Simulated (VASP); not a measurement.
# Tl (P6_3/mmc) in VASP: a series of runs

Runs on Tl. Level: PBEsol. Tasks: single point.

Everything below comes from runs of VASP 6.6.1. Logs are shortened: lines on timing, memory, paths and dates and some standing lists are left out, and cuts for length are marked.

## 1. The cell of the first run

Symmetry: P6_3/mmc, No. 194, hexagonal system. The conventional cell has a = 3.318 Å, b = 3.318 Å, c = 5.304 Å, α = 90.00°, β = 90.00°, γ = 120.00°. Tl (site symmetry -6m2) has 12 Tl at 3.27 to 3.32 Å within 4.3 Å.

## 2. Single point, PBEsol (strain -0.040 along x and y, -0.040 along z)

INCAR reads:

```
SYSTEM = Tl
PREC = Accurate ; ENCUT = 520
EDIFF = 1E-6 ; ISMEAR = 0
SIGMA = 0.15 ; LREAL = .FALSE.
LASPH = .TRUE. ; NELM = 60
ALGO = Fast ; ISIF = 2
LWAVE = .FALSE. ; LCHARG = .TRUE.
GGA = PS ; LELF = .TRUE.
LVHAR = .TRUE. ; NBANDS = 20
```

KPOINTS reads:

```
Automatic mesh
0
G
  18 18 10
  0 0 0
```

POSCAR reads:

```
Tl
1.0
    3.3177584223      0.0000000000      0.0000000000
   -1.6588792112      2.8732630773      0.0000000000
    0.0000000000      0.0000000000      5.3040000000
Tl
2
Direct
    0.3333333333      0.6666666667      0.2500000000
    0.6666666667      0.3333333333      0.7500000000
```

Potentials or basis: VASP PAW PBE potentials, release 64 (Tl_d).

Started as:

```sh
> cat potpaw_PBE.64/Tl_d/POTCAR > POTCAR
> mpirun -np 1 vasp_std > vasp.out
```

OUTCAR:

```text
SYSTEM = Tl
   PREC = Accurate
   ENCUT = 520
   EDIFF = 1E-6
   ISMEAR = 0
   LREAL = .FALSE.
   LASPH = .TRUE.
   NELM = 60
   ISIF = 2
   GGA = PS

 ion  position               nearest neighbor table
   1  0.333  0.667  0.250-   2 3.27   2 3.27   2 3.27   2 3.27   2 3.27   2 3.27
   2  0.667  0.333  0.750-   1 3.27   1 3.27   1 3.27   1 3.27   1 3.27   1 3.27

  LATTYP: Found a hexagonal cell.
 ALAT       =     3.3177584223
 C/A-ratio  =     1.5986697417

  Lattice vectors:

 A1 = (   3.3177584223,   0.0000000000,   0.0000000000)
 A2 = (  -1.6588792112,   2.8732630773,   0.0000000000)
 A3 = (   0.0000000000,   0.0000000000,   5.3040000000)

Analysis of symmetry for initial positions (statically):
=====================================================================
 Subroutine PRICEL returns:
 Original cell was already a primitive cell.

 Routine SETGRP: Setting up the symmetry group for a
 hexagonal supercell.

 Subroutine GETGRP returns: Found 24 space group operations
 (whereof 12 operations were pure point group operations)
 out of a pool of 24 trial point group operations.

The static configuration has the point symmetry D_3d.
 The point group associated with its full space group is D_6h.

Analysis of symmetry for dynamics (positions and initial velocities):
=====================================================================
 Subroutine PRICEL returns:
 Original cell was already a primitive cell.

 Routine SETGRP: Setting up the symmetry group for a
 hexagonal supercell.

 Subroutine GETGRP returns: Found 24 space group operations
 (whereof 12 operations were pure point group operations)
 out of a pool of 24 trial point group operations.

The dynamic configuration has the point symmetry D_3d.
 The point group associated with its full space group is D_6h.

 Subroutine INISYM returns: Found 24 space group operations
 (whereof 12 operations are pure point group operations),
 and found     1 'primitive' translations

----------------------------------------------------------------------------------------

                                     Primitive cell

  volume of cell :      50.5619

  direct lattice vectors                    reciprocal lattice vectors
     3.317758422  0.000000000  0.000000000     0.301408322  0.174018176  0.000000000
    -1.658879211  2.873263077  0.000000000     0.000000000  0.348036352  0.000000000
     0.000000000  0.000000000  5.304000000     0.000000000  0.000000000  0.188536953

  length of vectors
     3.317758422  3.317758422  5.304000000     0.348036352  0.348036352  0.188536953

  position of ions in fractional coordinates (direct lattice)
     0.333333333  0.666666667  0.250000000
     0.666666667  0.333333333  0.750000000

  ion indices of the primitive-cell ions
   primitive index   ion index
                 1           1
                 2           2

----------------------------------------------------------------------------------------

 KPOINTS: Automatic mesh

Automatic generation of k-mesh.
 Grid dimensions read from file:
 generate k-points for:   18   18   10

 Generating k-lattice:

  Cartesian coordinates                     Fractional coordinates (reciprocal lattice)
     0.016744907  0.009667676  0.000000000     0.055555556 -0.000000000  0.000000000
     0.000000000  0.019335353  0.000000000     0.000000000  0.055555556  0.000000000
     0.000000000  0.000000000  0.018853695     0.000000000  0.000000000  0.100000000

  Length of vectors
     0.019335353  0.019335353  0.018853695

  Shift w.r.t. Gamma in fractional coordinates (k-lattice)
     0.000000000  0.000000000  0.000000000

 Subroutine IBZKPT returns following result:
 ===========================================

 Found    222 irreducible k-points:

 Following reciprocal coordinates:
            Coordinates               Weight
  0.000000  0.000000  0.000000      1.000000
  0.055556 -0.000000  0.000000      6.000000
  0.111111 -0.000000  0.000000      6.000000
  0.166667  0.000000  0.000000      6.000000
  0.222222  0.000000  0.000000      6.000000
  0.277778  0.000000  0.000000      6.000000
[... 16 lines left out ...]
  0.333333  0.111111  0.000000     12.000000
  0.388889  0.111111  0.000000     12.000000
 [... further k-points ...]
   k-points           NKPTS =    222   k-points in BZ     NKDIM =    222   number of bands    NBANDS=     20
   number of dos      NEDOS =    301   number of ions     NIONS =      2
   total plane-waves  NPLWV =  31360
   dimension x,y,z NGX =    28 NGY =   28 NGZ =   40
   dimension x,y,z NGXF=    56 NGYF=   56 NGZF=   80
   ions per type =               2
   NGX,Y,Z   is equivalent  to a cutoff of  14.03, 14.03, 12.54 a.u.
   NGXF,Y,Z  is equivalent  to a cutoff of  28.06, 28.06, 25.07 a.u.
 SYSTEM =  Tl
   PREC   = accura    normal or accurate (medium, high low for compatibility)
   ISTART =      0    job   : 0-new  1-cont  2-samecut
   ICHARG =      2    charge: 1-file 2-atom 10-const
   ISPIN  =      1    spin polarized calculation?
   LNONCOLLINEAR =      F non collinear calculations
   LSORBIT =      F    spin-orbit coupling
   LASPH  =      T    aspherical Exc in radial PAW
   ENCUT  =  520.0 eV  38.22 Ry    6.18 a.u.   6.17  6.17  9.86*2*pi/ulx,y,z
   NELM   =     60;   NELMIN=  2; NELMDL= -5     # of ELM steps
   EDIFF  = 0.1E-05   stopping-criterion for ELM
   LREAL  =      F    real-space projection
   EDIFFG = 0.1E-04   stopping-criterion for IOM
   NSW    =      0    number of steps for IOM
   IBRION =     -1    ionic relax: 0-MD 1-quasi-New 2-CG
   NFREE  =      0    steps in history (QN), initial steepest desc. (CG)
   ISIF   =      2    stress and relaxation
   ISYM   =      2    0-nonsym 1-usesym 2-fastsym
   POTIM  = 0.5000    time-step for ionic-motion
   TEBEG  =    0.0;   TEEND  =   0.0 temperature during run
   PSTRESS=    0.0 pullay stress
   NELECT =      26.0000    total number of electrons
   NUPDOWN=      -1.0000    fix difference up-down
   EMIN   =  10.00;   EMAX   =-10.00  energy-range for DOS
   EFERMI =   0.00;   METHOD = LEGACY
   ISMEAR =     0;   SIGMA  =   0.15  broadening in eV -4-tet -1-fermi 0-gaus
   EFERMI_NEDOS =   21; number of points for ismear=-14 and -15
   IALGO  =     68    algorithm
   IMIX   =      4    mixing-type and parameters
     AMIX     =   0.40;   BMIX     =  1.00
     AMIX_MAG =   1.60;   BMIX_MAG =  1.00
  volume/ion in A,a.u.               =      25.28       170.60
  Fermi-wavevector in a.u.,A,eV,Ry     =   1.311570  2.478507 23.404949  1.720215
  Thomas-Fermi vector in A             =   2.442022
   LORBIT       =      0    0 simple, 1 ext, 2 COOP (PROOUT), +10 PAW based schemes
   GGA     = PS    functional components
   LHFCALC =     F    Hartree Fock is set to
   AEXX    =    0.0000 exact exchange contribution
   IVDW    =     0    specifies the selected vdW correction
   LEPSILON=     F    determine dielectric tensor
   LRPA    =     F    only Hartree local field effects (RPA)
 non-spin polarized calculation
 RMM-DIIS sequential band-by-band and
 Gauss-broadening in eV      SIGMA  =   0.15
  energy-cutoff  :      520.00
  volume of cell :       50.56
 maximum number of plane-waves:      1387
 NGX is ok and might be reduce to    28
   NGX = 13   NGY = 13   NGZ = 19

 number of electron      26.0000002 magnetization

 Free energy of the ion-electron system (eV)
  ---------------------------------------------------
  ext. energy  EPLUGINS =         0.00000000
  ---------------------------------------------------
  free energy    TOTEN  =        -5.15270047 eV

  energy without entropy =       -5.14294906  energy(sigma->0) =       -5.14782476

 E-fermi :   7.8033     XC(G=0): -10.9975

 val. band max:        7.7935154043   @ k =   0.3333   0.0000   0.4000
 cond. band min:       7.8068056000   @ k =   0.2222   0.2222   0.4000
 fundamental gap:      0.0132901957
 Fermi energy:         7.8032603079

 k-point     1 :       0.0000    0.0000    0.0000
  band No.  band energies     occupation
      1      -4.3203      2.00000
      2      -3.9404      2.00000
      3      -3.9166      2.00000
      4      -3.9166      2.00000
      5      -3.8399      2.00000
      6      -3.8399      2.00000
[... 12 lines left out ...]
     19      19.2374      0.00000
     20      19.6122      0.00000

 k-point     2 :       0.0556   -0.0000    0.0000
  band No.  band energies     occupation
      1      -4.3032      2.00000
      2      -3.9682      2.00000
      3      -3.8985      2.00000
      4      -3.8868      2.00000
      5      -3.8427      2.00000
      6      -3.8232      2.00000
[... 12 lines left out ...]
     19      19.6555      0.00000
     20      19.6796      0.00000

 k-point     3 :       0.1111   -0.0000    0.0000
  band No.  band energies     occupation
      1      -4.2617      2.00000
      2      -4.0030      2.00000
      3      -3.8610      2.00000
      4      -3.8461      2.00000
      5      -3.8331      2.00000
      6      -3.7957      2.00000
[... 12 lines left out ...]
     19      19.6460      0.00000
     20      20.1004      0.00000

 k-point     4 :       0.1667    0.0000    0.0000
  band No.  band energies     occupation
      1      -4.2312      2.00000
      2      -4.0177      2.00000
      3      -3.8795      2.00000
      4      -3.8519      2.00000
      5      -3.8193      2.00000
      6      -3.7731      2.00000
[... 12 lines left out ...]
     19      19.4654      0.00000
     20      20.2563      0.00000

 k-point     5 :       0.2222    0.0000    0.0000
  band No.  band energies     occupation
      1      -4.2496      2.00000
      2      -4.0150      2.00000
      3      -3.9287      2.00000
      4      -3.8753      2.00000
      5      -3.8595      2.00000
      6      -3.6972      2.00000
[... 12 lines left out ...]
     19      18.9229      0.00000
     20      19.5401      0.00000
[... 353 lines left out ...]
      6      -3.6421      2.00000
[... 12 lines left out ...]
     19      17.8106      0.00000
     20      18.7252      0.00000

 k-point    22 :       0.2778    0.1111    0.0000
  band No.  band energies     occupation
      1      -4.2785      2.00000
      2      -4.1239      2.00000
      3      -4.0531      2.00000
      4      -3.9404      2.00000
      5      -3.7698      2.00000
      6      -3.6417      2.00000
[... 12 lines left out ...]
     19      17.3914      0.00000
     20      18.5313      0.00000

 k-point    23 :       0.3333    0.1111    0.0000
  band No.  band energies     occupation
      1      -4.3220      2.00000
      2      -4.1926      2.00000
      3      -4.0705      2.00000
      4      -3.9574      2.00000
      5      -3.7196      2.00000
      6      -3.6808      2.00000
[... 12 lines left out ...]
     19      17.0940      0.00000
     20      18.3808      0.00000

 k-point    24 :       0.3889    0.1111    0.0000
  band No.  band energies     occupation
      1      -4.3504      2.00000
      2      -4.2370      2.00000
      3      -4.0865      2.00000
      4      -3.9671      2.00000
      5      -3.7063      2.00000
      6      -3.6842      2.00000
[... 12 lines left out ...]
     19      16.9155      0.00000
     20      18.2879      0.00000

 [... further k-points ...]
[... 5 lines left out ...]
  --------------------------------------------------------------------------------------
  -------------------------------------------------------------------------------------
  Total        1.9217345      1.9217345      2.0638762     -0.0000000      0.0000000      0.0000000
  in kB       60.8948139     60.8948139     65.3989159     -0.0000000      0.0000000      0.0000000
  external PRESSURE =      62.3961812 kB  Pullay stress =       0.0000000 kB

 VOLUME and BASIS-vectors are now :
 -----------------------------------------------------------------------------
  energy-cutoff  :      520.00
  volume of cell :       50.56
      direct lattice vectors                 reciprocal lattice vectors
     3.317758422  0.000000000  0.000000000     0.301408322  0.174018176  0.000000000
    -1.658879211  2.873263077  0.000000000     0.000000000  0.348036352  0.000000000
     0.000000000  0.000000000  5.304000000     0.000000000  0.000000000  0.188536953

 POSITION                                       TOTAL-FORCE (eV/Angst)
 -----------------------------------------------------------------------------------
     -0.00000      1.91551      1.32600         0.000000     -0.000000      0.000000
      1.65888      0.95775      3.97800        -0.000000      0.000000      0.000000
 -----------------------------------------------------------------------------------
    total drift:                               -0.000000      0.000000     -0.000000

  FREE ENERGIE OF THE ION-ELECTRON SYSTEM (eV)
  ---------------------------------------------------
  free  energy   TOTEN  =        -5.1527004719 eV

  energy  without entropy=       -5.1429490559  energy(sigma->0) =       -5.14782476
```

Wall time 2.8 min (1 thread of Oxide Virtual Turin-like, shared host); peak memory 0.27 GiB.

What came out:

```
Free energy            : -5.1527 eV
Pressure               : 6.2 GPa
Band gap on the k mesh : zero (band 13 reaches 11.76 eV, above the bottom of band 14 at 5.04 eV)
```

Levels at points of the mesh, in eV from the Fermi level:
| k point | band 11 | band 12 | band 13 | band 14 | band 15 | band 16 |
| --- | --- | --- | --- | --- | --- | --- |
| (0.00, 0.00, 0.00) | -11.01 | -5.07 | -3.44 | 8.79 | 8.79 | 10.46 |
| (0.50, 0.00, 0.00) | -5.94 | -4.98 | -0.53 | 0.44 | 1.31 | 4.05 |
| (0.00, 0.00, 0.50) | -9.36 | -9.36 | 3.75 | 3.75 | 9.86 | 9.86 |
| (0.50, 0.00, 0.50) | -4.68 | -4.68 | -2.76 | -2.76 | 5.99 | 5.99 |

Caveat: the cell differs from its parent crystal (strain -0.040 along x and y, -0.040 along z); the PAW data sets were made with another functional, which shifts forces and pressure a little; spin-orbit coupling is left out, which moves the levels of the heavy elements.

(Part 1 of 2 ends here.)
